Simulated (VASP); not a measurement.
Here is a VASP 6.6.1 calculation.

Contents of INCAR:

```
  PREC = Accurate
  ENCUT = 520
  EDIFF = 1E-7
  ISMEAR = 1
  SIGMA = 0.2
  LREAL = F
  LASPH = T
  NELM = 60
  ALGO = Normal
  ISIF = 2
  LWAVE = F
  LCHARG = F
  GGA = PS
  NBANDS = 35
```

Contents of KPOINTS:

```
regular mesh
0
Gamma
  12 12 4
```

The input POSCAR:

```
MoS2
1.0
    2.9384336148      0.0000000000      0.0000000000
   -1.4692168074      2.5447581577      0.0000000000
    0.0000000000      0.0000000000     12.6449613746
Mo S
2 4
Direct
    0.3333333333      0.6666666667      0.2500000000
    0.6666666667      0.3333333333      0.7500000000
    0.3333333333      0.6666666667      0.6259932117
    0.6666666667      0.3333333333      0.1259932117
    0.3333333333      0.6666666667      0.8740067883
    0.6666666667      0.3333333333      0.3740067883
```

Potentials or basis: VASP PAW PBE potentials, release 64 (Mo_sv, S).

Run with:

```bash
$ cat potpaw_PBE.64/Mo_sv/POTCAR potpaw_PBE.64/S/POTCAR > POTCAR
$ mpirun -np 1 vasp_std > vasp.out
```

Task: Estimate the pressure.

Result: 25.0 GPa.

Task: Predict the band gap on the k mesh.

Result: 1.31 eV, indirect (least direct gap 2.16 eV).

Stress tensor (GPa, compression positive):
```
29.51  0.00  0.00
 0.00 29.51  0.00
 0.00  0.00 16.08
```

Caveat: the PAW data sets were made with another functional, which shifts forces and pressure a little; this functional lacks dispersion, which binds the layers, so the pressure and a relaxed spacing across them are unreliable. A k mesh can miss the band edges.
